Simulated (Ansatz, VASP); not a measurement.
## Al: VASP beside Ansatz

INCAR

```
SYSTEM = Al
ALGO     = Fast           ! electronic algorithm
EDIFF    = 1E-7           ! SCF threshold, eV
ENCUT    = 520            ! plane-wave cutoff, eV
GGA      = PE             ! functional
ISIF     = 2              ! what is computed and relaxed
ISMEAR   = 0              ! smearing method
IVDW     = 12             ! dispersion correction
LASPH    = .TRUE.         ! aspherical terms in the spheres
LCHARG   = .FALSE.        ! write CHGCAR
LREAL    = .FALSE.        ! projectors in reciprocal space
LWAVE    = .FALSE.        ! write WAVECAR
NBANDS   = 14             ! bands
NELM     = 60             ! most SCF steps
PREC     = Accurate       ! precision mode
SIGMA    = 0.15           ! smearing width, eV
```

KPOINTS

```
k-points
0
G
  18 18 4
  0 0 0
```

The input POSCAR:

```
Al
1.0
    2.7392771904      0.0000000000      0.0000000000
   -1.3696385952      2.3722836349      0.0000000000
    0.0000000000      0.0000000000      9.2410470711
Al
4
Direct
   -0.1294048887      0.0000000000      0.0000000000
    0.3333333333      0.6666666667      0.2500000000
    0.1294048887      0.0000000000      0.5000000000
    0.6666666667      0.3333333333      0.7500000000
```

Input for Ansatz:

```yaml
crystal:
  lattice:
    - [2.7392771904, 0.0, 0.0]
    - [-1.3696385952, 2.3722836349, 0.0]
    - [0.0, 0.0, 9.2410470711]
  atoms:
    - { symbol: Al, position: [-0.1294048887, 0.0, 0.0] }
    - { symbol: Al, position: [0.3333333333, 0.6666666667, 0.25] }
    - { symbol: Al, position: [0.1294048887, 0.0, 0.5] }
    - { symbol: Al, position: [0.6666666667, 0.3333333333, 0.75] }
basis:
  ecutwfc: 420
kpoints:
  mp_grid: { grid: [18, 18, 4] }
hamiltonian:
  xc: pbe
  pseudopotentials: { kind: paw, azcp: { folder: soft_1 } }
  dispersion: d3bj
scf:
  occupations: { method: gaussian, width: 0.15 }
output:
  forces: true
  stress: true
  eigenvalues: true
```

Change from the starting cell: mode 4 frozen in at -0.364 Å, equal normal strain along x and y -0.0267.

Alike in both runs: task single point; functional PBE; dispersion D3(BJ); k mesh 18 × 18 × 4; occupations gaussian, width 0.15 eV; no spin polarisation.

|  | VASP | Ansatz |
| --- | --- | --- |
| version | VASP 6.6.1 | Ansatz 0.2.0 |
| potentials or method | VASP PAW PBE potentials, release 64 (Al), cutoff 520 eV | scalar-relativistic, plane waves, PAW |
| valence electrons in the cell | 12 | 12 |

VASP gave:

```
gap on the k mesh at the Fermi level (eV)                     : none
pressure (GPa)                                                : 6.6
traceless stress, the component that is largest in VASP (GPa) : -0.45
rms of the force components (eV/Å)                            : 0.158
```

**Question.** Estimate Ansatz's values.

**Answer.** gap on the k mesh at the Fermi level (eV): none; pressure (GPa): 6.6; traceless stress, the component that is largest in VASP (GPa): -0.45; rms of the force components (eV/Å): 0.159.

Atom by atom the forces differ by 0.000 eV/Å (rms over components). A gap of «none» marks a metal or a gap that the smearing closes.
